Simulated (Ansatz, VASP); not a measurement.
## ZnS7 in VASP and in Ansatz

```
Zn S
1.0
     4.48532    0.00000    0.03100
     0.00000    5.45907    0.00000
    -1.29497    0.00000   11.44932
Zn S
1 7
Direct
  0.00000 0.77171 0.00000
  0.88285 0.54599 0.26509
  0.19755 0.71292 0.38083
  0.70253 0.79619 0.13881
  0.11715 0.54599 0.73491
  0.80245 0.71292 0.61917
  0.29747 0.79619 0.86119
  0.00000 0.93009 0.50000
```

Alike in both runs: functional PBE; k mesh 6 × 6 × 4; no spin polarisation.

Ansatz relaxed the structure, and its values are those at the end. VASP's run is a single point on that final structure, the one shown.

|  | VASP | Ansatz |
| --- | --- | --- |
| version | VASP 6.6.1 | Ansatz 0.2.0 |
| potentials or method | VASP PAW PBE potentials, release 64 (Zn, S), cutoff 520 eV | scalar-relativistic, plane waves, PAW |
| occupations | gaussian, width 0.01 eV | fixed |
| valence electrons in the cell | 54 | 54 |

```csv
,VASP,Ansatz,Ansatz less VASP
gap on the k mesh at the Fermi level (eV),1.84,1.80,-0.039
least direct gap on the mesh (eV),1.87,1.83,-0.038
pressure (GPa),-0.2,0.0,+0.25
rms of the force components (eV/Å),0.059,0.000,-0.0583
```
